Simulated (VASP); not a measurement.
A run of VASP 6.6.1:

Contents of INCAR:

```
PREC = Accurate ; ENCUT = 500
EDIFF = 1E-7 ; ISMEAR = -1
SIGMA = 0.05 ; LREAL = False
LASPH = True ; NELM = 120
ALGO = Normal ; ISIF = 8
LWAVE = False ; LCHARG = False
GGA = PS ; IBRION = 2
NSW = 80 ; EDIFFG = -0.02
GGA_COMPAT = False ; NELMIN = 4
```

Contents of KPOINTS:

```
Automatic mesh
0
Gamma
  18 18 18
```

File POSCAR:

```
Au
1.0
    0.0000000000      2.0350000000      2.0350000000
    2.0350000000      0.0000000000      2.0350000000
    2.0350000000      2.0350000000      0.0000000000
Au
1
Direct
    0.0000000000      0.0000000000      0.0000000000
```

Potentials or basis: VASP PAW PBE potentials, release 64 (Au).

The run is started by

```bash
$ cat potpaw_PBE.64/Au/POTCAR > POTCAR
$ mpirun -np 1 vasp_std > vasp.out
```

Hardware: 1 thread of AMD EPYC 9R45 96-Core Processor (Zen 5) (shared host).

Task: How long does it take, and how much memory?

Result: It took 37 s on 1 thread of AMD EPYC 9R45 96-Core Processor (Zen 5) (shared host), peak memory 0.14 GiB. Counts: scf iterations 25, k points 195, ion steps 3.
